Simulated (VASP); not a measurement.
# Os (P6/mmm) in VASP: a series of runs

The runs below take Os through single point, relaxation of cell and atoms, with PBE.

Program: VASP 6.6.1. These are calculated values, not measurements. Logs are shortened: lines on timing, memory, paths and dates and some standing lists are left out, and cuts for length are marked.

### 1 The cell of the first run

Symmetry: P6/mmm, No. 191, hexagonal system. The conventional cell has a = 3.841 Å, b = 3.841 Å, c = 2.364 Å, α = 90.00°, β = 90.00°, γ = 120.00°. Os (site symmetry 6/mmm) has 14 Os at 2.36 to 2.51 Å within 3.1 Å. Os (site symmetry -6m2) has 11 Os at 2.22 to 2.51 Å within 2.9 Å.

This isn't the form of Os at room conditions, which is hcp.

### 2 Single point, PBE

The input, INCAR:

```
PREC = Accurate ; ENCUT = 520
EDIFF = 1E-6 ; ISMEAR = -1
SIGMA = 0.1 ; LREAL = False
LASPH = True ; NELM = 100
ALGO = Normal ; ISIF = 2
LWAVE = False ; LCHARG = False
GGA = PE ; NBANDS = 19
```

The input, KPOINTS:

```
Automatic mesh
0
Gamma
  10 10 13
```

The input, POSCAR:

```
Os
1.0
    3.8408059630      0.0000000000      0.0000000000
   -1.9204029815      3.3262355349      0.0000000000
    0.0000000000      0.0000000000      2.3644038170
Os
3
Direct
    0.0000000000      0.0000000000      0.0000000000
    0.3333333333      0.6666666667      0.5000000000
    0.6666666667      0.3333333333      0.5000000000
```

Potentials or basis: VASP PAW PBE potentials, release 64 (Os).

Run with:

```sh
> cat potpaw_PBE.64/Os/POTCAR > POTCAR
> mpirun -np 1 vasp_std > vasp.out
```

OUTCAR:

```text
PREC = Accurate
   ENCUT = 520
   EDIFF = 1E-6
   ISMEAR = -1
   LREAL = False
   LASPH = True
   NELM = 100
   ISIF = 2
   GGA = PE

 ion  position               nearest neighbor table
   1  0.000  0.000  0.000-   2 2.51   3 2.51   2 2.51   3 2.51   2 2.51   2 2.51   3 2.51   3 2.51
                             3 2.51   3 2.51   2 2.51   2 2.51
   2  0.333  0.667  0.500-   3 2.22   3 2.22   3 2.22   1 2.51   1 2.51   1 2.51   1 2.51   1 2.51
                             1 2.51   3 3.24   3 3.24   3 3.24   3 3.24   3 3.24   3 3.24
   3  0.667  0.333  0.500-   2 2.22   2 2.22   2 2.22   1 2.51   1 2.51   1 2.51   1 2.51   1 2.51
                             1 2.51   2 3.24   2 3.24   2 3.24   2 3.24   2 3.24   2 3.24

  LATTYP: Found a hexagonal cell.
 ALAT       =     3.8408059630
 C/A-ratio  =     0.6156009545

  Lattice vectors:

 A1 = (   3.8408059630,   0.0000000000,   0.0000000000)
 A2 = (  -1.9204029815,   3.3262355349,   0.0000000000)
 A3 = (   0.0000000000,   0.0000000000,   2.3644038170)

Analysis of symmetry for initial positions (statically):
=====================================================================
 Subroutine PRICEL returns:
 Original cell was already a primitive cell.

 Routine SETGRP: Setting up the symmetry group for a
 hexagonal supercell.

 Subroutine GETGRP returns: Found 24 space group operations
 (whereof 24 operations were pure point group operations)
 out of a pool of 24 trial point group operations.

The static configuration has the point symmetry D_6h.

Analysis of symmetry for dynamics (positions and initial velocities):
=====================================================================
 Subroutine PRICEL returns:
 Original cell was already a primitive cell.

 Routine SETGRP: Setting up the symmetry group for a
 hexagonal supercell.

 Subroutine GETGRP returns: Found 24 space group operations
 (whereof 24 operations were pure point group operations)
 out of a pool of 24 trial point group operations.

The dynamic configuration has the point symmetry D_6h.

 Subroutine INISYM returns: Found 24 space group operations
 (whereof 24 operations are pure point group operations),
 and found     1 'primitive' translations

----------------------------------------------------------------------------------------

                                     Primitive cell

  volume of cell :      30.2063

[... 88 lines left out ...]
   ENCUT  =  520.0 eV  38.22 Ry    6.18 a.u.   7.14  7.14  4.40*2*pi/ulx,y,z
   NELM   =    100;   NELMIN=  2; NELMDL= -5     # of ELM steps
   EDIFF  = 0.1E-05   stopping-criterion for ELM
   LREAL  =      F    real-space projection
   EDIFFG = 0.1E-04   stopping-criterion for IOM
   NSW    =      0    number of steps for IOM
   IBRION =     -1    ionic relax: 0-MD 1-quasi-New 2-CG
   NFREE  =      0    steps in history (QN), initial steepest desc. (CG)
   ISIF   =      2    stress and relaxation
   ISYM   =      2    0-nonsym 1-usesym 2-fastsym
   POTIM  = 0.5000    time-step for ionic-motion
   TEBEG  =    0.0;   TEEND  =   0.0 temperature during run
   PSTRESS=    0.0 pullay stress
   NELECT =      24.0000    total number of electrons
   NUPDOWN=      -1.0000    fix difference up-down
   EMIN   =  10.00;   EMAX   =-10.00  energy-range for DOS
   EFERMI =   0.00;   METHOD = LEGACY
   ISMEAR =    -1;   SIGMA  =   0.10  broadening in eV -4-tet -1-fermi 0-gaus
   EFERMI_NEDOS =   21; number of points for ismear=-14 and -15
   IALGO  =     38    algorithm
   IMIX   =      4    mixing-type and parameters
     AMIX     =   0.40;   BMIX     =  1.00
     AMIX_MAG =   1.60;   BMIX_MAG =  1.00
  volume/ion in A,a.u.               =      10.07        67.95
  Fermi-wavevector in a.u.,A,eV,Ry     =   1.516281  2.865355 31.281247  2.299107
  Thomas-Fermi vector in A             =   2.625691
   LORBIT       =      0    0 simple, 1 ext, 2 COOP (PROOUT), +10 PAW based schemes
   GGA     = PE    functional components
   LHFCALC =     F    Hartree Fock is set to
   AEXX    =    0.0000 exact exchange contribution
   IVDW    =     0    specifies the selected vdW correction
   LEPSILON=     F    determine dielectric tensor
   LRPA    =     F    only Hartree local field effects (RPA)
 non-spin polarized calculation
  energy-cutoff  :      520.00
  volume of cell :       30.21
 maximum number of plane-waves:       826
 NGX is ok and might be reduce to    30

 number of electron      24.0000003 magnetization

 Free energy of the ion-electron system (eV)
  ---------------------------------------------------
  ext. energy  EPLUGINS =         0.00000000
  ---------------------------------------------------
  free energy    TOTEN  =       -22.30464200 eV

  energy without entropy =      -22.26126848  energy(sigma->0) =      -22.28295524

 E-fermi :  15.6638     XC(G=0): -15.9952

 val. band max:       15.6500993829   @ k =   0.5000   0.0000   0.3077
 cond. band min:      15.6933706556   @ k =   0.0000   0.0000   0.3077
 fundamental gap:      0.0432712728
 Fermi energy:        15.6637572106

 k-point     1 :       0.0000    0.0000    0.0000
  band No.  band energies     occupation
      1       1.2996      2.00000
      2       4.1344      2.00000
      3       8.6066      2.00000
      4       9.4154      2.00000
      5       9.4154      2.00000
      6       9.4295      2.00000
[... 505 lines left out ...]
      6       8.2683      2.00000
[... 11 lines left out ...]
     18      20.4691      0.00000
     19      29.5013      0.00000

 [... further k-points ...]

------------------------ aborting loop because EDIFF is reached ----------------------------------------

  FORCE on cell =-STRESS in cart. coord.  units (eV):
  Direction    XX          YY          ZZ          XY          YZ          ZX
  --------------------------------------------------------------------------------------
  -------------------------------------------------------------------------------------
  Total       64.7680137     64.7680137     65.2080605      0.0000000      0.0000000     -0.0000000
  in kB     3435.3749343   3435.3749342   3458.7155574      0.0000000      0.0000000     -0.0000000
  external PRESSURE =    3443.1551420 kB  Pullay stress =       0.0000000 kB

 VOLUME and BASIS-vectors are now :
 -----------------------------------------------------------------------------
  energy-cutoff  :      520.00
  volume of cell :       30.21
      direct lattice vectors                 reciprocal lattice vectors
     3.840805963  0.000000000  0.000000000     0.260362020  0.150320082  0.000000000
    -1.920402982  3.326235535  0.000000000     0.000000000  0.300640165  0.000000000
     0.000000000  0.000000000  2.364403817     0.000000000  0.000000000  0.422939598

 POSITION                                       TOTAL-FORCE (eV/Angst)
 -----------------------------------------------------------------------------------
      0.00000      0.00000      0.00000         0.000000      0.000000      0.000000
     -0.00000      2.21749      1.18220         0.000000      0.000000     -0.000000
      1.92040      1.10875      1.18220         0.000000     -0.000000      0.000000
 -----------------------------------------------------------------------------------
    total drift:                               -0.000000      0.000000      0.000000

  FREE ENERGIE OF THE ION-ELECTRON SYSTEM (eV)
  ---------------------------------------------------
  free  energy   TOTEN  =       -22.3046419957 eV

  energy  without entropy=      -22.2612684791  energy(sigma->0) =      -22.28295524
```

stdout:

```text
POSCAR found type information on POSCAR Os
 POSCAR found :  1 types and       3 ions
 scaLAPACK will be used
 LDA part: xc-table for (Slater+PW92), standard interpolation
 POSCAR, INCAR and KPOINTS ok, starting setup
 FFT: planning ... GRIDC
 FFT: planning ... GRID_SOFT
 FFT: planning ... GRID
 WAVECAR not read
 entering main loop
```

Wall time 34 s (1 thread of AMD EPYC 9R45 (Zen 5), shared host); peak memory 0.14 GiB.

What came out:

- Free energy: -22.3046 eV
- Pressure: 344.3 GPa
- Band gap on the k mesh: zero (bands 12 and 13 overlap by 4.37 eV)

Levels at points of the mesh, in eV from the Fermi level:
| k point | band 9 | band 10 | band 11 | band 12 | band 13 | band 14 | band 15 | band 16 |
| --- | --- | --- | --- | --- | --- | --- | --- | --- |
| (0.00, 0.00, 0.00) | -4.11 | -4.11 | -2.50 | -2.50 | -2.48 | -2.48 | 4.41 | 4.41 |
| (0.50, 0.00, 0.00) | -4.80 | -1.95 | -1.94 | 0.47 | 0.66 | 2.18 | 2.23 | 2.33 |

Caveat: the cell stands under pressure; spin-orbit coupling is left out, which moves the levels of the heavy elements.

### 3 Relaxation of cell and atoms, PBE, target pressure 330 GPa, at which the enthalpy is minimised

This run uses another cell than the first one: it holds 1 atom, not 3.

The input, INCAR:

```
PREC = Accurate
ENCUT = 600
EDIFF = 1E-6
ISMEAR = -1
SIGMA = 0.1
LREAL = F
LASPH = T
NELM = 60
ALGO = Normal
ISIF = 3
LWAVE = F
LCHARG = F
GGA = PE
IBRION = 2
NSW = 60
EDIFFG = -0.005
PSTRESS = 3300.0
```

The input, KPOINTS:

```
regular mesh
0
Gamma
  19 19 17
```

The input, POSCAR:

```
Os
1.0
    2.3192713763      0.0000000000      0.0000000000
   -1.1596356882      2.0085479301      0.0000000000
    0.0000000000      0.0000000000      2.1801150937
Os
1
Direct
    0.0000000000      0.0000000000      0.0000000000
```

Potentials or basis: VASP PAW PBE potentials, release 64 (Os).

Run with:

```sh
> cat potpaw_PBE.64/Os/POTCAR > POTCAR
> mpirun -np 1 vasp_std > vasp.out
```

Wall time 57 s (1 thread of Intel Xeon 6975P-C (Granite Rapids), shared host); peak memory 0.16 GiB.

Results (log left out):

```yaml
Free_energy: -6.3407 eV
Relaxed_volume: 10.45 Å³/atom
Relaxed_cell: a = 2.346 Å, b = 2.346 Å, c = 2.192 Å, α = 90.00°, β = 90.00°, γ = 120.00°
Space_group_after_relaxing_to_0.1_Å: P6/mmm (No. 191)
Energy_change_on_relaxing_the_run_minimises_the_enthalpy: -643.2 meV/atom
Ionic_steps: 10
Pressure_after_relaxing: 330.0 GPa
Band_gap_on_the_k_mesh: zero (bands 4 and 5 overlap by 8.01 eV)
```

Step by step:
```tsv
step	energy change (eV)	largest force (eV/Å)	pressure (GPa)	volume (Å³)
1	0.0000	0.0000	375.18	10.16
2	-4.3739	0.0000	20.23	14.97
3	-0.8025	0.0000	318.91	10.53
4	-0.6542	0.0000	329.37	10.45
5	-0.6419	0.0000	330.22	10.45
6	-0.5989	0.0000	332.53	10.43
7	-0.6343	0.0000	330.64	10.44
8	-0.6342	0.0000	330.65	10.44
9	-0.7241	0.0000	324.31	10.49
10	-0.6432	0.0000	330.02	10.45
```

Final structure:
```xyz
1
Lattice="2.3460 0.0000 0.0000 -1.1730 2.0317 0.0000 0.0000 0.0000 2.1920" Properties=species:S:1:pos:R:3 pbc="T T T"
Os    0.0000    0.0000    0.0000
```

Levels at points of the mesh, in eV from the Fermi level:
| k point | band 1 | band 2 | band 3 | band 4 | band 5 | band 6 | band 7 | band 8 |
| --- | --- | --- | --- | --- | --- | --- | --- | --- |
| (0.00, 0.00, 0.00) | -13.54 | -10.41 | -4.70 | -4.70 | 5.01 | 5.01 | 13.82 | 19.36 |

Caveat: the cell is relaxed towards a set pressure, so the run minimises the enthalpy, not the energy; spin-orbit coupling is left out, which moves the levels of the heavy elements.

### 4 Relaxation of cell and atoms, PBE, target pressure 330 GPa, at which the enthalpy is minimised

This run uses another cell than the first one: it holds 1 atom, not 3.

The input, INCAR:

```
PREC = Accurate ; ENCUT = 600
EDIFF = 1E-7 ; ISMEAR = -1
SIGMA = 0.1 ; LREAL = False
LASPH = True ; NELM = 100
ALGO = Normal ; ISIF = 3
LWAVE = False ; LCHARG = False
GGA = PE ; IBRION = 2
NSW = 32 ; EDIFFG = -0.005
PSTRESS = 3300.0
```

KPOINTS is that of step 3.

The input, POSCAR:

```
Os
1.0
    2.3368579336      0.0000000000      0.0000000000
   -1.1684289668      2.0237783355      0.0000000000
    0.0000000000      0.0000000000      2.1961767502
Os
1
Direct
    0.0000000000      0.0000000000      0.0000000000
```

Potentials or basis: VASP PAW PBE potentials, release 64 (Os).

Run with:

```sh
> cat potpaw_PBE.64/Os/POTCAR > POTCAR
> mpirun -np 1 vasp_std > vasp.out
```

OUTCAR:

```text
PREC = Accurate
   ENCUT = 600
   EDIFF = 1E-7
   ISMEAR = -1
   LREAL = False
   LASPH = True
   NELM = 100
   ISIF = 3
   GGA = PE
   IBRION = 2
   NSW = 32
   EDIFFG = -0.005
   PSTRESS = 3300.0

 ion  position               nearest neighbor table
   1  0.000  0.000  0.000-

  LATTYP: Found a hexagonal cell.
 ALAT       =     2.3368579336
 C/A-ratio  =     0.9397990005

  Lattice vectors:

 A1 = (   2.3368579336,   0.0000000000,   0.0000000000)
 A2 = (  -1.1684289668,   2.0237783355,   0.0000000000)
 A3 = (   0.0000000000,   0.0000000000,   2.1961767502)

Analysis of symmetry for initial positions (statically):
=====================================================================
 Subroutine PRICEL returns:
 Original cell was already a primitive cell.

 Routine SETGRP: Setting up the symmetry group for a
 hexagonal supercell.

 Subroutine GETGRP returns: Found 24 space group operations
 (whereof 24 operations were pure point group operations)
 out of a pool of 24 trial point group operations.
[... 169 lines left out ...]
  -------------------------------------------------------------------------------------
  Total       22.2422479     22.2422479     21.5077512     -0.0000000     -0.0000000      0.0000000
  in kB     3431.0473859   3431.0473858   3317.7453007     -0.0000000     -0.0000000      0.0000000
  external PRESSURE =      93.2800241 kB  Pullay stress =    3300.0000000 kB
[... 209 lines left out ...]
--------------------------------------- Ionic step        7  -------------------------------------------

 number of electron       7.9999999 magnetization

 Free energy of the ion-electron system (eV)
  ---------------------------------------------------
  ext. energy  EPLUGINS =         0.00000000
  ---------------------------------------------------
  free energy    TOTEN  =        -6.34054259 eV

  energy without entropy =       -6.31382664  energy(sigma->0) =       -6.32718461

 E-fermi :  14.5866     XC(G=0): -15.6719

 val. band max:       14.5847150768   @ k =   0.0526  -0.0000   0.4706
 cond. band min:      14.5878894821   @ k =   0.4737   0.0526   0.2941
 fundamental gap:      0.0031744052
 Fermi energy:        14.5866364925

 k-point     1 :       0.0000    0.0000    0.0000
  band No.  band energies     occupation
      1       1.0487      2.00000
      2       4.1795      2.00000
      3       9.8841      2.00000
      4       9.8841      2.00000
      5      19.5921      0.00000
      6      19.5921      0.00000
      7      28.4100      0.00000
      8      33.9505      0.00000
[... 243 lines left out ...]
 k-point    24 :       0.3158    0.1053    0.0000
  band No.  band energies     occupation
      1       4.4692      2.00000
      2       5.8333      2.00000
      3      10.9849      2.00000
      4      14.0425      1.99137
      5      17.8825      0.00000
      6      18.5128      0.00000
      7      28.4743      0.00000
      8      31.6752      0.00000

 [... further k-points ...]

------------------------ aborting loop because EDIFF is reached ----------------------------------------

  FORCE on cell =-STRESS in cart. coord.  units (eV):
  Direction    XX          YY          ZZ          XY          YZ          ZX
  --------------------------------------------------------------------------------------
  -------------------------------------------------------------------------------------
  Total       21.5223528     21.5223528     21.5179381     -0.0000000      0.0000000     -0.0000000
  in kB     3300.5431496   3300.5431494   3299.8661388     -0.0000000      0.0000000     -0.0000000
  external PRESSURE =       0.3174793 kB  Pullay stress =    3300.0000000 kB
[... 20 lines left out ...]
  energy  without entropy=       -6.3138266377  energy(sigma->0) =       -6.32718461

  enthalpy is  TOTEN    =        15.1782683684 eV   P V=       21.5188109542

 reached required accuracy - stopping structural energy minimisation
```

OSZICAR:

```text
N       E                     dE             d eps       ncg     rms          rms(c)
DAV:   1     0.496368207604E+02    0.49637E+02   -0.50236E+03  5800   0.110E+03
DAV:   2    -0.592450849668E+01   -0.55561E+02   -0.53998E+02  5976   0.264E+02
DAV:   3    -0.671548270801E+01   -0.79097E+00   -0.78803E+00  7616   0.318E+01
[... 52 lines left out ...]
DAV:   8    -0.634102500922E+01   -0.97626E-08   -0.73660E-10  2888   0.395E-04
   6 F= 0.15178269E+02 E0= 0.15191625E+02  d E =-.392858E-03
       N       E                     dE             d eps       ncg     rms          rms(c)
DAV:   1    -0.634054268308E+01    0.48232E-03   -0.87143E-06  6056   0.269E-02    0.299E-03
DAV:   2    -0.634054258587E+01    0.97208E-07   -0.15020E-07  5848   0.393E-03
   7 F= 0.15178268E+02 E0= 0.15191626E+02  d E =-.393074E-03
```

It took 47 s on 1 thread of Intel Xeon 6975P-C (Granite Rapids), shared host; peak memory 0.17 GiB.

What came out:

```yaml
Free_energy: -6.3405 eV
Relaxed_volume: 10.45 Å³/atom
Relaxed_cell: a = 2.346 Å, b = 2.346 Å, c = 2.192 Å, α = 90.00°, β = 90.00°, γ = 120.00°
Space_group_after_relaxing_to_0.1_Å: P6/mmm (No. 191)
Energy_change_on_relaxing_the_run_minimises_the_enthalpy: -129.3 meV/atom
Ionic_steps: 7
Pressure_after_relaxing: 330.0 GPa
Band_gap_on_the_k_mesh: zero (bands 4 and 5 overlap by 8.01 eV)
```

Step by step:
```csv
step,energy change (eV),largest force (eV/Å),pressure (GPa),volume (Å³)
1,0.0000,0.0000,339.33,10.39
2,-1.5871,0.0000,224.15,11.32
3,-0.1612,0.0000,327.91,10.46
4,-0.1521,0.0000,328.56,10.46
5,-0.0175,0.0000,337.13,10.40
6,-0.1297,0.0000,330.01,10.45
7,-0.1293,0.0000,330.03,10.45
```

Final structure:
```xyz
1
Lattice="2.3459 0.0000 0.0000 -1.1730 2.0316 0.0000 0.0000 0.0000 2.1921" Properties=species:S:1:pos:R:3 pbc="T T T"
Os   -1.1730    2.0316    0.0000
```

Levels at points of the mesh, in eV from the Fermi level:
```
           k point  band 1  band 2  band 3  band 4  band 5  band 6  band 7  band 8
(0.00, 0.00, 0.00)  -13.54  -10.41   -4.70   -4.70    5.01    5.01   13.82   19.36
```

Caveat: the cell is relaxed towards a set pressure, so the run minimises the enthalpy, not the energy; spin-orbit coupling is left out, which moves the levels of the heavy elements.

(Continued in part 2 of 2.)

The gap in the log of VASP goes by the Fermi energy; the results here count the filled bands.